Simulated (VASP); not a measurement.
# Cu (I4/mmm) in VASP: notebook, part 2 of 2

VASP 6.6.1. Earlier steps stand in the parts before.

## (4) Single point, LDA (10.71 Å³/atom)

This run uses another cell than the first one, of 10.71 Å³/atom.

File INCAR:

```
PREC = Accurate
ENCUT = 820
EDIFF = 1E-6
ISMEAR = 0
SIGMA = 0.15
LREAL = F
LASPH = T
NELM = 120
ALGO = Normal
ISIF = 2
LWAVE = F
LCHARG = F
GGA = CA
NBANDS = 16
GGA_COMPAT = F
```

File KPOINTS:

```
regular mesh
0
Gamma
  24 24 24
```

File POSCAR:

```
Cu
1.0
   -1.4178164818      1.4178164818      1.3320790153
    1.4178164818     -1.4178164818      1.3320790153
    1.4178164818      1.4178164818     -1.3320790153
Cu
1
Direct
    0.0000000000      0.0000000000      0.0000000000
```

Potentials or basis: VASP PAW LDA potentials, release 64 (Cu_sv_GW).

Launch:

```sh
$ cat potpaw_LDA.64/Cu_sv_GW/POTCAR > POTCAR
$ mpirun -np 1 vasp_std > vasp.out
```

OUTCAR:

```text
PREC = Accurate
   ENCUT = 820
   EDIFF = 1E-6
   ISMEAR = 0
   LREAL = F
   LASPH = T
   NELM = 120
   ISIF = 2
   GGA = CA

 ion  position               nearest neighbor table
   1  0.000  0.000  0.000-

  LATTYP: Found a body centered tetragonal cell.
 ALAT       =     2.8356329636
 C/A-ratio  =     0.9395285161

  Lattice vectors:

 A1 = (  -1.4178164818,   1.4178164818,   1.3320790153)
 A2 = (   1.4178164818,  -1.4178164818,   1.3320790153)
 A3 = (   1.4178164818,   1.4178164818,  -1.3320790153)

Analysis of symmetry for initial positions (statically):
=====================================================================
 Subroutine PRICEL returns:
 Original cell was already a primitive cell.

 Routine SETGRP: Setting up the symmetry group for a
 body centered tetragonal supercell.

 Subroutine GETGRP returns: Found 16 space group operations
 (whereof 16 operations were pure point group operations)
 out of a pool of 16 trial point group operations.

The static configuration has the point symmetry D_4h.

Analysis of symmetry for dynamics (positions and initial velocities):
=====================================================================
 Subroutine PRICEL returns:
 Original cell was already a primitive cell.

 Routine SETGRP: Setting up the symmetry group for a
 body centered tetragonal supercell.

 Subroutine GETGRP returns: Found 16 space group operations
 (whereof 16 operations were pure point group operations)
 out of a pool of 16 trial point group operations.

The dynamic configuration has the point symmetry D_4h.

 Subroutine INISYM returns: Found 16 space group operations
 (whereof 16 operations are pure point group operations),
 and found     1 'primitive' translations

----------------------------------------------------------------------------------------

                                     Primitive cell

  volume of cell :      10.7110

  direct lattice vectors                    reciprocal lattice vectors
    -1.417816482  1.417816482  1.332079015     0.000000000  0.352654950  0.375353109
     1.417816482 -1.417816482  1.332079015     0.352654950  0.000000000  0.375353109
     1.417816482  1.417816482 -1.332079015     0.352654950  0.352654950  0.000000000

  length of vectors
     2.407247734  2.407247734  2.407247734     0.515029582  0.515029582  0.498729413

  position of ions in fractional coordinates (direct lattice)
     0.000000000  0.000000000  0.000000000

  ion indices of the primitive-cell ions
   primitive index   ion index
                 1           1

----------------------------------------------------------------------------------------

 KPOINTS: regular mesh

Automatic generation of k-mesh.
 Grid dimensions read from file:
 generate k-points for:   24   24   24

 Generating k-lattice:

  Cartesian coordinates                     Fractional coordinates (reciprocal lattice)
     0.000000000  0.014693956  0.015639713     0.041666667 -0.000000000  0.000000000
     0.014693956  0.000000000  0.015639713    -0.000000000  0.041666667  0.000000000
     0.014693956  0.014693956  0.000000000     0.000000000  0.000000000  0.041666667

  Length of vectors
     0.021459566  0.021459566  0.020780392

  Shift w.r.t. Gamma in fractional coordinates (k-lattice)
     0.000000000  0.000000000  0.000000000

 Subroutine IBZKPT returns following result:
 ===========================================

 Found   1063 irreducible k-points:

 Following reciprocal coordinates:
            Coordinates               Weight
  0.000000  0.000000  0.000000      1.000000
  0.041667 -0.000000  0.000000      8.000000
  0.083333 -0.000000  0.000000      8.000000
  0.125000 -0.000000  0.000000      8.000000
  0.166667 -0.000000  0.000000      8.000000
  0.208333 -0.000000  0.000000      8.000000
[... 16 lines left out ...]
  0.416667  0.041667  0.000000     16.000000
  0.458333  0.041667  0.000000     16.000000
 [... further k-points ...]
   k-points           NKPTS =   1063   k-points in BZ     NKDIM =   1063   number of bands    NBANDS=     16
   number of dos      NEDOS =    301   number of ions     NIONS =      1
   total plane-waves  NPLWV =  13824
   dimension x,y,z NGX =    24 NGY =   24 NGZ =   24
   dimension x,y,z NGXF=    48 NGYF=   48 NGZF=   48
   ions per type =               1
   NGX,Y,Z   is equivalent  to a cutoff of  16.57, 16.57, 16.57 a.u.
   NGXF,Y,Z  is equivalent  to a cutoff of  33.15, 33.15, 33.15 a.u.
 SYSTEM =  unknown system
   PREC   = accura    normal or accurate (medium, high low for compatibility)
   ISTART =      0    job   : 0-new  1-cont  2-samecut
   ICHARG =      2    charge: 1-file 2-atom 10-const
   ISPIN  =      1    spin polarized calculation?
   LNONCOLLINEAR =      F non collinear calculations
   LSORBIT =      F    spin-orbit coupling
   LASPH  =      T    aspherical Exc in radial PAW
   ENCUT  =  820.0 eV  60.27 Ry    7.76 a.u.   5.62  5.62  5.62*2*pi/ulx,y,z
   NELM   =    120;   NELMIN=  2; NELMDL= -5     # of ELM steps
   EDIFF  = 0.1E-05   stopping-criterion for ELM
   LREAL  =      F    real-space projection
   EDIFFG = 0.1E-04   stopping-criterion for IOM
   NSW    =      0    number of steps for IOM
   IBRION =     -1    ionic relax: 0-MD 1-quasi-New 2-CG
   NFREE  =      0    steps in history (QN), initial steepest desc. (CG)
   ISIF   =      2    stress and relaxation
   ISYM   =      2    0-nonsym 1-usesym 2-fastsym
   POTIM  = 0.5000    time-step for ionic-motion
   TEBEG  =    0.0;   TEEND  =   0.0 temperature during run
   PSTRESS=    0.0 pullay stress
   NELECT =      19.0000    total number of electrons
   NUPDOWN=      -1.0000    fix difference up-down
   EMIN   =  10.00;   EMAX   =-10.00  energy-range for DOS
   EFERMI =   0.00;   METHOD = LEGACY
   ISMEAR =     0;   SIGMA  =   0.15  broadening in eV -4-tet -1-fermi 0-gaus
   EFERMI_NEDOS =   21; number of points for ismear=-14 and -15
   IALGO  =     38    algorithm
   IMIX   =      4    mixing-type and parameters
     AMIX     =   0.40;   BMIX     =  1.00
     AMIX_MAG =   1.60;   BMIX_MAG =  1.00
  volume/ion in A,a.u.               =      10.71        72.28
  Fermi-wavevector in a.u.,A,eV,Ry     =   1.981752  3.744969 53.434731  3.927342
  Thomas-Fermi vector in A             =   3.001778
   LORBIT       =      0    0 simple, 1 ext, 2 COOP (PROOUT), +10 PAW based schemes
   GGA     = CA    functional components
   LHFCALC =     F    Hartree Fock is set to
   AEXX    =    0.0000 exact exchange contribution
   IVDW    =     0    specifies the selected vdW correction
   LEPSILON=     F    determine dielectric tensor
   LRPA    =     F    only Hartree local field effects (RPA)
 non-spin polarized calculation
 Gauss-broadening in eV      SIGMA  =   0.15
  energy-cutoff  :      820.00
  volume of cell :       10.71
 maximum number of plane-waves:       587
   NGX = 11   NGY = 11   NGZ = 11

 number of electron      19.0000000 magnetization

 Free energy of the ion-electron system (eV)
  ---------------------------------------------------
  ext. energy  EPLUGINS =         0.00000000
  ---------------------------------------------------
  free energy    TOTEN  =        -4.81787763 eV

  energy without entropy =       -4.81388245  energy(sigma->0) =       -4.81588004

 E-fermi :   8.4805     XC(G=0): -14.4710

 val. band max:        8.4670433233   @ k =   0.4583   0.0417   0.0417
 cond. band min:       8.4954498219   @ k =   0.5000   0.2500   0.1250
 fundamental gap:      0.0284064986
 Fermi energy:         8.4805045727

 k-point     1 :       0.0000    0.0000    0.0000
  band No.  band energies     occupation
      1    -103.2975      2.00000
      2     -61.1676      2.00000
      3     -61.1626      2.00000
      4     -61.1626      2.00000
      5      -1.7120      2.00000
      6       4.8139      2.00000
[... 8 lines left out ...]
     15      38.4659      0.00000
     16      38.7304      0.00000
[... 419 lines left out ...]
 k-point    24 :       0.4583    0.0417    0.0000
  band No.  band energies     occupation
      1    -103.2709      2.00000
      2     -61.3306      2.00000
      3     -61.2245      2.00000
      4     -61.1693      2.00000
      5       2.8270      2.00000
      6       4.0597      2.00000
[... 8 lines left out ...]
     15      34.3500      0.00000
     16      43.1923      0.00000

 [... further k-points ...]

------------------------ aborting loop because EDIFF is reached ----------------------------------------

  FORCE on cell =-STRESS in cart. coord.  units (eV):
  Direction    XX          YY          ZZ          XY          YZ          ZX
  --------------------------------------------------------------------------------------
  -------------------------------------------------------------------------------------
  Total        0.2197185      0.2197185      0.2334562      0.0000000      0.0000000      0.0000000
  in kB       32.8660302     32.8660302     34.9209368      0.0000000      0.0000000      0.0000000
  external PRESSURE =      33.5509991 kB  Pullay stress =       0.0000000 kB

 VOLUME and BASIS-vectors are now :
 -----------------------------------------------------------------------------
  energy-cutoff  :      820.00
  volume of cell :       10.71
      direct lattice vectors                 reciprocal lattice vectors
    -1.417816482  1.417816482  1.332079015     0.000000000  0.352654950  0.375353109
     1.417816482 -1.417816482  1.332079015     0.352654950  0.000000000  0.375353109
     1.417816482  1.417816482 -1.332079015     0.352654950  0.352654950  0.000000000

 POSITION                                       TOTAL-FORCE (eV/Angst)
 -----------------------------------------------------------------------------------
      0.00000      0.00000      0.00000         0.000000     -0.000000      0.000000
 -----------------------------------------------------------------------------------
    total drift:                                0.000000      0.000000      0.000000

  FREE ENERGIE OF THE ION-ELECTRON SYSTEM (eV)
  ---------------------------------------------------
  free  energy   TOTEN  =        -4.8178776309 eV

  energy  without entropy=       -4.8138824497  energy(sigma->0) =       -4.81588004
```

stdout:

```text
POSCAR found type information on POSCAR Cu
 POSCAR found :  1 types and       1 ions
 scaLAPACK will be used
 LDA part: xc-table for (Slater(with rela. corr.)+CA(PZ))
 , standard interpolation
 POSCAR, INCAR and KPOINTS ok, starting setup
 FFT: planning ... GRIDC
 FFT: planning ... GRID_SOFT
 FFT: planning ... GRID
 WAVECAR not read
 entering main loop
```

Wall time 2.2 min (1 thread of Intel Xeon Platinum 8375C at 2.90GHz (Ice Lake), shared host); peak memory 0.51 GiB.

What came out:

```yaml
Free_energy: -4.8179 eV
Pressure: 3.4 GPa
Band_gap_on_the_k_mesh: zero (an odd number of electrons rules out a gap without spin polarisation)
```

Stress tensor (GPa, compression positive):
```
3.29 0.00 0.00
0.00 3.29 0.00
0.00 0.00 3.49
```

Levels at points of the mesh, in eV from the Fermi level:
```
           k point  band 7  band 8  band 9  band 10  band 11  band 12  band 13  band 14
(0.00, 0.00, 0.00)   -3.37   -3.37   -2.46    -2.14    25.40    25.40    27.16    29.80
(0.50, 0.00, 0.00)   -2.32   -2.01   -1.42    -0.71     5.12    17.76    18.00    22.09
(0.50, 0.50, 0.00)   -2.55   -2.23   -1.45    -1.22     4.39    19.46    19.98    23.66
(0.50, 0.50, 0.50)   -1.64   -1.64   -1.57     7.71     7.71    10.26    13.82    14.63
```

Caveat: the cell stands under pressure.

## (5) Summary

| cell | gap on the mesh (eV) | pressure (GPa) |
| --- | --- | --- |
| a = 2.389 Å, angles 110.2, 110.2, 107.9°, 1 atom | none | 7.6 |
| a = 2.440 Å, angles 107.8, 107.8, 112.8°, 1 atom | none | -4.1 |
| a = 2.407 Å, angles 107.8, 107.8, 112.8°, 1 atom | none | 3.4 |

Alike in all rows: task single point; level LDA; potentials or basis VASP PAW LDA potentials, release 64 (Cu_sv_GW); no spin polarisation; k mesh 24 × 24 × 24; cutoff (eV) 820; smearing gaussian 0.15 eV.

Caveats: the cell stands under pressure (at least some runs); the cell stands under tension (at least some runs).

Absolute energies hang on the potentials; compare differences alone.

The gap in the log of VASP goes by the Fermi energy; the results here count the filled bands.